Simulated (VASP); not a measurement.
# Sn (Fd-3m) in VASP: a series of runs, part 2 of 2

VASP 6.6.1. The steps go on from the part before.

### 4 Electric field gradients, RPBE+D4, collinear spin

File INCAR:

```
ALGO = Normal
EDIFF = 1E-8
ENCUT = 400
GGA = RP
GGA_COMPAT = F
ISIF = 2
ISMEAR = 0
ISPIN = 2
IVDW = 13
LASPH = T
LCHARG = F
LEFG = T
LORBIT = 11
LREAL = F
LWAVE = F
MAGMOM = 0.22 0.22
NBANDS = 25
NELM = 200
NUPDOWN = 1.0
PREC = Accurate
SIGMA = 0.05
```

File KPOINTS:

```
k-points
0
Gamma
  7 7 7
```

File POSCAR:

```
Sn
1.0
    0.0000000000      3.2333428000      3.2333428000
    3.2333428000      0.0000000000      3.2333428000
    3.2333428000      3.2333428000      0.0000000000
Sn
2
Direct
    0.2500000000      0.2500000000      0.2500000000
    1.0000000000      1.0000000000      1.0000000000
```

Potentials or basis: VASP PAW PBE potentials, release 64 (Sn_d).

On the command line:

```
$ cat potpaw_PBE.64/Sn_d/POTCAR > POTCAR
$ mpirun -np 1 vasp_std > vasp.out
```

OUTCAR:

```text
EDIFF = 1E-8
   ENCUT = 400
   GGA = RP
   ISIF = 2
   ISMEAR = 0
   ISPIN = 2
   IVDW = 13
   LASPH = T
   LORBIT = 11
   LREAL = F
   NELM = 200
   NUPDOWN = 1.0
   PREC = Accurate

 ion  position               nearest neighbor table
   1  0.250  0.250  0.250-   2 2.80   2 2.80   2 2.80   2 2.80
   2  0.000  0.000  0.000-   1 2.80   1 2.80   1 2.80   1 2.80

  LATTYP: Found a face centered cubic cell.
 ALAT       =     6.4666856000

  Lattice vectors:

 A1 = (   0.0000000000,   3.2333428000,   3.2333428000)
 A2 = (   3.2333428000,   0.0000000000,   3.2333428000)
 A3 = (   3.2333428000,   3.2333428000,   0.0000000000)

Analysis of symmetry for initial positions (statically):
=====================================================================
 Subroutine PRICEL returns:
 Original cell was already a primitive cell.

 Routine SETGRP: Setting up the symmetry group for a
 face centered cubic supercell.

 Subroutine GETGRP returns: Found 48 space group operations
 (whereof 24 operations were pure point group operations)
 out of a pool of 48 trial point group operations.

The static configuration has the point symmetry T_d .
 The point group associated with its full space group is O_h .

Analysis of symmetry for dynamics (positions and initial velocities):
=====================================================================
 Subroutine PRICEL returns:
 Original cell was already a primitive cell.

 Routine SETGRP: Setting up the symmetry group for a
 face centered cubic supercell.

 Subroutine GETGRP returns: Found 48 space group operations
 (whereof 24 operations were pure point group operations)
 out of a pool of 48 trial point group operations.

The dynamic configuration has the point symmetry T_d .
 The point group associated with its full space group is O_h .

Analysis of structural, dynamic, and magnetic symmetry:
=====================================================================
 Subroutine PRICEL returns:
 Original cell was already a primitive cell.

 Routine SETGRP: Setting up the symmetry group for a
 face centered cubic supercell.

 Subroutine GETGRP returns: Found 48 space group operations
 (whereof 24 operations were pure point group operations)
 out of a pool of 48 trial point group operations.

The overall configuration has the point symmetry T_d .
 The point group associated with its full space group is O_h .

 Subroutine INISYM returns: Found 48 space group operations
 (whereof 24 operations are pure point group operations),
 and found     1 'primitive' translations

----------------------------------------------------------------------------------------

                                     Primitive cell

  volume of cell :      67.6060

  direct lattice vectors                    reciprocal lattice vectors
     0.000000000  3.233342800  3.233342800    -0.154638723  0.154638723  0.154638723
     3.233342800  0.000000000  3.233342800     0.154638723 -0.154638723  0.154638723
     3.233342800  3.233342800  0.000000000     0.154638723  0.154638723 -0.154638723

  length of vectors
[... 108 lines left out ...]
 spin polarized calculation
 Gauss-broadening in eV      SIGMA  =   0.05
  energy-cutoff  :      400.00
  volume of cell :       67.61
 maximum number of plane-waves:      1246
 NGX is ok and might be reduce to    30
   NGX = 15   NGY = 15   NGZ = 15

 number of electron      28.0000008 magnetization       0.9999971

 Free energy of the ion-electron system (eV)
  ---------------------------------------------------
  ext. energy  EPLUGINS =         0.00000000
  ---------------------------------------------------
  free energy    TOTEN  =        -5.97432672 eV

  energy without entropy =       -5.97044359  energy(sigma->0) =       -5.97238515

 E-fermi :   4.5282     XC(G=0):  -8.8568

 val. band max:        6.9296672327   @ k =  -0.1429   0.1429   0.0000
 cond. band min:       4.5469241729   @ k =   0.2857   0.1429   0.0000
 fundamental gap:     -2.3827430598
 Fermi energy:         6.9303484900

 spin component 1

 k-point     1 :       0.0000    0.0000    0.0000
  band No.  band energies     occupation
      1     -16.0379      1.00000
      2     -16.0379      1.00000
      3     -16.0379      1.00000
      4     -15.9726      1.00000
      5     -15.9726      1.00000
      6     -15.6552      1.00000
[... 549 lines left out ...]
     24      18.0346      0.00000
     25      19.7521      0.00000
 Fermi energy:         4.5282263290

 spin component 2

 k-point     1 :       0.0000    0.0000    0.0000
  band No.  band energies     occupation
      1     -15.9725      1.00000
      2     -15.9725      1.00000
      3     -15.9725      1.00000
      4     -15.9092      1.00000
      5     -15.9092      1.00000
      6     -15.5971      1.00000
[... 549 lines left out ...]
     24      18.5097      0.00000
     25      20.2780      0.00000

------------------------ aborting loop because EDIFF is reached ----------------------------------------

  DFT-D4 for vdW energy calculation

  Edisp (eV):   -1.16821

  FORCE on cell =-STRESS in cart. coord.  units (eV):
  Direction    XX          YY          ZZ          XY          YZ          ZX
  --------------------------------------------------------------------------------------
  -------------------------------------------------------------------------------------
  Total       1.84103     1.84103     1.84103     0.00000     0.00000     0.00000
  in kB      43.63022    43.63022    43.63022     0.00000     0.00000     0.00000
  external pressure =       43.63 kB  Pullay stress =        0.00 kB

 VOLUME and BASIS-vectors are now :
 -----------------------------------------------------------------------------
  energy-cutoff  :      400.00
  volume of cell :       67.61
      direct lattice vectors                 reciprocal lattice vectors
     0.000000000  3.233342800  3.233342800    -0.154638723  0.154638723  0.154638723
     3.233342800  0.000000000  3.233342800     0.154638723 -0.154638723  0.154638723
     3.233342800  3.233342800  0.000000000     0.154638723  0.154638723 -0.154638723

 POSITION                                       TOTAL-FORCE (eV/Angst)
 -----------------------------------------------------------------------------------
      1.61667      1.61667      1.61667        -0.000000     -0.000000      0.000000
      0.00000      0.00000      0.00000         0.000000      0.000000     -0.000000
 -----------------------------------------------------------------------------------
    total drift:                                0.000000      0.000000      0.000000

  FREE ENERGIE OF THE ION-ELECTRON SYSTEM (eV)
  ---------------------------------------------------
  free  energy   TOTEN  =        -7.1425393763 eV

  energy  without entropy=       -7.1386562432  energy(sigma->0) =       -7.14059781

 Electric field gradients (V/A^2)
---------------------------------------------------------------------
 ion       V_xx      V_yy      V_zz      V_xy      V_xz      V_yz
---------------------------------------------------------------------
   1      -0.000    -0.000     0.000     0.001     0.001     0.001
   2      -0.000    -0.000     0.000     0.001     0.001     0.001
---------------------------------------------------------------------

 Electric field gradients after diagonalization (V/A^2)
 (convention: |V_zz| > |V_xx| > |V_yy|)
----------------------------------------------------------------------
 ion       V_xx      V_yy      V_zz     asymmetry (V_yy - V_xx)/ V_zz
----------------------------------------------------------------------
   1      -0.001    -0.001     0.003       0.000
   2      -0.001    -0.001     0.003       0.000
----------------------------------------------------------------------

           NMR quadrupolar parameters

 Cq : quadrupolar parameter    Cq=e*Q*V_zz/h
 eta: asymmetry parameters     (V_yy - V_xx)/ V_zz
 Q  : nuclear electric quadrupole moment in mb (millibarn)
----------------------------------------------------------------------
 ion       Cq(MHz)       eta       Q (mb)
----------------------------------------------------------------------
   1       0.000       0.000       1.000
   2       0.000       0.000       1.000
----------------------------------------------------------------------

 total charge

# of ion       s       p       d       tot
------------------------------------------
    1        1.216   1.159   9.977  12.351
    2        1.216   1.159   9.977  12.351
--------------------------------------------------
tot          2.432   2.317  19.954  24.703

 magnetization (x)

# of ion       s       p       d       tot
------------------------------------------
    1        0.054   0.198   0.024   0.276
    2        0.054   0.198   0.024   0.276
--------------------------------------------------
tot          0.107   0.397   0.047   0.551
```

OSZICAR:

```text
N       E                     dE             d eps       ncg     rms          rms(c)
DAV:   1     0.221246979462E+03    0.22125E+03   -0.11846E+04  2136   0.136E+03
DAV:   2     0.204803477247E+02   -0.20077E+03   -0.19503E+03  2112   0.372E+02
DAV:   3    -0.506006134933E+01   -0.25540E+02   -0.25390E+02  2371   0.118E+02
DAV:   4    -0.587992978963E+01   -0.81987E+00   -0.81943E+00  2233   0.242E+01
DAV:   5    -0.590894758834E+01   -0.29018E-01   -0.29017E-01  2903   0.413E+00    0.355E+00
DAV:   6    -0.597279793814E+01   -0.63850E-01   -0.57673E-02  2760   0.250E+00    0.193E+00
DAV:   7    -0.597263312715E+01    0.16481E-03   -0.20875E-02  2425   0.135E+00    0.106E+00
DAV:   8    -0.597369036113E+01   -0.10572E-02   -0.90396E-03  2316   0.728E-01    0.237E-01
DAV:   9    -0.597397670776E+01   -0.28635E-03   -0.79810E-04  2422   0.226E-01    0.730E-02
DAV:  10    -0.597423462563E+01   -0.25792E-03   -0.33523E-04  2303   0.117E-01    0.291E-02
DAV:  11    -0.597431135155E+01   -0.76726E-04   -0.89113E-05  2315   0.419E-02    0.111E-02
DAV:  12    -0.597432304683E+01   -0.11695E-04   -0.20407E-05  2123   0.300E-02    0.499E-03
DAV:  13    -0.597432556686E+01   -0.25200E-05   -0.33441E-06  2217   0.849E-03    0.265E-03
DAV:  14    -0.597432622682E+01   -0.65995E-06   -0.10106E-06  2177   0.511E-03    0.115E-03
DAV:  15    -0.597432668804E+01   -0.46123E-06   -0.14891E-07  1993   0.261E-03    0.217E-04
DAV:  16    -0.597432671210E+01   -0.24055E-07   -0.12105E-08  1990   0.704E-04    0.947E-05
DAV:  17    -0.597432671892E+01   -0.68248E-08   -0.12887E-09  1319   0.278E-04
   1 F= -.71425394E+01 E0= -.71405978E+01  d E =-.388313E-02  mag=     1.0000
```

stdout:

```text
POSCAR found type information on POSCAR Sn
 POSCAR found :  1 types and       2 ions
 scaLAPACK will be used
 -----------------------------------------------------------------------------
|                                                                             |
|                                                                             |
|     You enforced a specific xc type in the INCAR file but a different       |
|     I HOPE YOU KNOW WHAT YOU ARE DOING!                                     |
|                                                                             |
 -----------------------------------------------------------------------------

 LDA part: xc-table for (Slater+PW92), standard interpolation
 POSCAR, INCAR and KPOINTS ok, starting setup
 FFT: planning ... GRIDC
 FFT: planning ... GRID_SOFT
 FFT: planning ... GRID
 WAVECAR not read
 entering main loop
ion   1

ion   2
```

It took 28 s on 1 thread of Intel Xeon 6975P-C (Granite Rapids), shared host; peak memory 0.19 GiB.

Results:

```yaml
Free_energy: -7.1425 eV
Pressure: 4.4 GPa
Net_moment: 1.00 μB per cell
Site_moments: Sn +0.28 μB
Largest_electric_field_gradient_by_atom: zero within the noise of the run
Valence_electrons_inside_the_program's_atomic_spheres: Sn 12.35
Dispersion_energy_per_atom: -0.584 eV
```

Caveat: the cell stands under pressure; the PAW data sets were made with another functional, which shifts forces and pressure a little; spin-orbit coupling is left out, which moves the levels of the heavy elements; the total moment is fixed, so each spin has its own Fermi level.

### 5 Electric field gradients, LDA

File INCAR:

```
PREC = Accurate
ENCUT = 400
EDIFF = 1E-8
ISMEAR = -1
SIGMA = 0.05
LREAL = F
LASPH = T
NELM = 120
ALGO = Normal
ISIF = 2
LWAVE = F
LCHARG = F
GGA = CA
LEFG = T
NBANDS = 21
GGA_COMPAT = F
```

File KPOINTS:

```
regular mesh
0
Gamma
  7 7 7
```

POSCAR is that of step 4.

Potentials or basis: VASP PAW LDA potentials, release 64 (Sn_d).

On the command line:

```
$ cat potpaw_LDA.64/Sn_d/POTCAR > POTCAR
$ mpirun -np 1 vasp_std > vasp.out
```

OUTCAR:

```text
PREC = Accurate
   ENCUT = 400
   EDIFF = 1E-8
   ISMEAR = -1
   LREAL = F
   LASPH = T
   NELM = 120
   ISIF = 2
   GGA = CA

 ion  position               nearest neighbor table
   1  0.250  0.250  0.250-   2 2.80   2 2.80   2 2.80   2 2.80
   2  0.000  0.000  0.000-   1 2.80   1 2.80   1 2.80   1 2.80

  LATTYP: Found a face centered cubic cell.
 ALAT       =     6.4666856000

  Lattice vectors:

 A1 = (   0.0000000000,   3.2333428000,   3.2333428000)
 A2 = (   3.2333428000,   0.0000000000,   3.2333428000)
 A3 = (   3.2333428000,   3.2333428000,   0.0000000000)

[... 686 lines left out ...]
  free  energy   TOTEN  =        -8.9254810921 eV

  energy  without entropy=       -8.9232343956  energy(sigma->0) =       -8.92435774

 Electric field gradients (V/A^2)
---------------------------------------------------------------------
 ion       V_xx      V_yy      V_zz      V_xy      V_xz      V_yz
---------------------------------------------------------------------
   1      -0.000     0.000    -0.000     0.001     0.001     0.001
   2       0.000    -0.000    -0.000     0.001     0.001     0.001
---------------------------------------------------------------------

 Electric field gradients after diagonalization (V/A^2)
 (convention: |V_zz| > |V_xx| > |V_yy|)
----------------------------------------------------------------------
 ion       V_xx      V_yy      V_zz     asymmetry (V_yy - V_xx)/ V_zz
----------------------------------------------------------------------
   1      -0.001    -0.001     0.003       0.000
   2      -0.001    -0.001     0.003       0.000
----------------------------------------------------------------------

           NMR quadrupolar parameters

 Cq : quadrupolar parameter    Cq=e*Q*V_zz/h
 eta: asymmetry parameters     (V_yy - V_xx)/ V_zz
 Q  : nuclear electric quadrupole moment in mb (millibarn)
----------------------------------------------------------------------
 ion       Cq(MHz)       eta       Q (mb)
----------------------------------------------------------------------
   1       0.000       0.000       1.000
   2       0.000       0.000       1.000
----------------------------------------------------------------------
```

OSZICAR:

```text
N       E                     dE             d eps       ncg     rms          rms(c)
DAV:   1     0.208672228117E+03    0.20867E+03   -0.12611E+04   860   0.165E+03
DAV:   2     0.134837250283E+02   -0.19519E+03   -0.19137E+03   845   0.401E+02
DAV:   3    -0.834187157905E+01   -0.21826E+02   -0.21732E+02   975   0.131E+02
DAV:   4    -0.902968414363E+01   -0.68781E+00   -0.68758E+00   965   0.265E+01
DAV:   5    -0.905746485162E+01   -0.27781E-01   -0.27780E-01  1239   0.484E+00    0.335E+00
DAV:   6    -0.896858231066E+01    0.88883E-01   -0.38654E-02  1076   0.221E+00    0.189E+00
DAV:   7    -0.892477625504E+01    0.43806E-01   -0.62002E-02   890   0.213E+00    0.146E-01
DAV:   8    -0.892538390084E+01   -0.60765E-03   -0.53275E-03   955   0.760E-01    0.571E-02
DAV:   9    -0.892548291570E+01   -0.99015E-04   -0.16596E-04  1105   0.895E-02    0.142E-02
DAV:  10    -0.892548058108E+01    0.23346E-05   -0.13200E-05  1129   0.400E-02    0.411E-03
DAV:  11    -0.892548110134E+01   -0.52026E-06   -0.11773E-06   939   0.700E-03    0.133E-03
DAV:  12    -0.892548109212E+01    0.92168E-08   -0.69727E-08   995   0.211E-03
   1 F= -.89254811E+01 E0= -.89243577E+01  d E =-.224670E-02
```

stdout:

```text
POSCAR found type information on POSCAR Sn
 POSCAR found :  1 types and       2 ions
 scaLAPACK will be used
 LDA part: xc-table for (Slater(with rela. corr.)+CA(PZ))
 , standard interpolation
 POSCAR, INCAR and KPOINTS ok, starting setup
 FFT: planning ... GRIDC
 FFT: planning ... GRID_SOFT
 FFT: planning ... GRID
 WAVECAR not read
 entering main loop
ion   1

ion   2
```

It took 15 s on 1 thread of Intel Xeon Platinum 8259CL at 2.50GHz (Skylake/Cascade Lake), shared host; peak memory 0.14 GiB.

What came out:

```
Free energy                             : -8.9255 eV
Pressure                                : 0.2 GPa
Band gap on the k mesh                  : zero (bands 14 and 15 overlap by 0.14 eV)
Largest electric field gradient by atom : zero within the noise of the run
```

Caveat: spin-orbit coupling is left out, which moves the levels of the heavy elements.

### 6 Single point, LDA

File POSCAR:

```
Sn
1.0
    0.0000000000      3.2333428000      3.2333428000
    3.2333428000      0.0000000000      3.2333428000
    3.2333428000      3.2333428000      0.0000000000
Sn
2
Direct
    0.7500000000      0.7500000000      0.7500000000
    0.5000000000      0.5000000000      0.5000000000
```

File INCAR.step1:

```
PREC = Accurate
ENCUT = 520
EDIFF = 1E-7
ISMEAR = -1
SIGMA = 0.05
LREAL = False
LASPH = True
NELM = 100
ALGO = Fast
ISIF = 2
LWAVE = False
LCHARG = True
GGA = CA
NBANDS = 21
```

File KPOINTS.step1:

```
Automatic mesh
0
Gamma
  4 4 4
```

File INCAR.step2:

```
PREC = Accurate
ENCUT = 520
EDIFF = 1E-7
ISMEAR = -5
SIGMA = 0.05
LREAL = False
LASPH = True
NELM = 100
ALGO = Fast
ISIF = 2
LWAVE = False
LCHARG = False
GGA = CA
LORBIT = 11
NEDOS = 2001
ICHARG = 11
```

File KPOINTS.step2:

```
Automatic mesh
0
Gamma
  6 6 6
```

Potentials or basis: VASP PAW LDA potentials, release 64 (Sn_d).

On the command line:

```
$ cat potpaw_LDA.64/Sn_d/POTCAR > POTCAR
$ cp INCAR.step1 INCAR
$ cp KPOINTS.step1 KPOINTS
$ mpirun -np 1 vasp_std > vasp.out
$ cp INCAR.step2 INCAR
$ cp KPOINTS.step2 KPOINTS
$ mpirun -np 1 vasp_std > vasp.out
```

Run time: 65 s. Hardware: 1 thread of Intel Xeon 8259CL, shared host; peak memory 0.16 GiB.

The run converged. Its results:

| Item | Value |
| --- | --- |
| Valence electrons inside the program's atomic spheres | Sn 12.37 |

Levels at points of the mesh, in eV from the Fermi level:
| k point | band 10 | band 11 | band 12 | band 13 | band 14 | band 15 | band 16 | band 17 | band 18 |
| --- | --- | --- | --- | --- | --- | --- | --- | --- | --- |
| (0.00, 0.00, 0.00) | -21.23 | -10.72 | -0.72 | 0.08 | 0.08 | 0.08 | 2.14 | 2.14 | 2.14 |
| (0.50, 0.00, 0.00) | -21.18 | -9.08 | -6.38 | -1.14 | -1.14 | -0.09 | 3.21 | 3.21 | 5.50 |
| (0.50, 0.50, 0.00) | -21.16 | -7.60 | -7.60 | -2.51 | -2.51 | 0.73 | 0.73 | 7.71 | 7.71 |

Caveat: the k points lie up to 0.42 Å⁻¹ apart; spin-orbit coupling is left out, which moves the levels of the heavy elements; tetrahedron occupations give inexact forces and stress in metals.

### 7 Overview

| task | level | potentials or basis | spin | fixed moment (μB) | k mesh | cutoff (eV) | smearing | ions in elastic constants | k mesh for the DOS | occupations for the DOS | pressure (GPa) |
| --- | --- | --- | --- | --- | --- | --- | --- | --- | --- | --- | --- |
| vibrations by perturbation theory | PBEsol | VASP PAW PBE potentials, release 64 (Sn_d) | off | - | 5 × 5 × 5 | 500 | fermi-dirac 0.05 eV | - | - | - | - |
| elastic constants | PBEsol | VASP PAW PBE potentials, release 64 (Sn_d) | off | - | 5 × 5 × 5 | 600 | fermi-dirac 0.05 eV | relaxed | - | - | - |
| electric field gradients | RPBE+D4 | VASP PAW PBE potentials, release 64 (Sn_d) | collinear | 1.0 | 7 × 7 × 7 | 400 | gaussian 0.05 eV | - | - | - | 4.4 |
| electric field gradients | LDA | VASP PAW LDA potentials, release 64 (Sn_d) | off | - | 7 × 7 × 7 | 400 | fermi-dirac 0.05 eV | - | - | - | 0.2 |
| single point | LDA | VASP PAW LDA potentials, release 64 (Sn_d) | off | - | 4 × 4 × 4 | 520 | fermi-dirac 0.05 eV | - | 6 × 6 × 6 | tetrahedron | - |

Alike in all rows: cell as given.

Caveats: some runs use coarse meshes; spin-orbit coupling is left out, which moves the levels of the heavy elements; the PAW data sets were made with another functional, which shifts forces and pressure a little (at least some runs); the cell stands under pressure or tension, which shifts response properties (at least some runs); the cell is under stress, which shifts elastic constants (at least some runs); the cell stands under pressure (at least some runs); the total moment is fixed, so each spin has its own Fermi level (at least some runs); tetrahedron occupations give inexact forces and stress in metals (at least some runs).

Total energies depend on the potentials used, so only differences within one code and one set of settings carry meaning.
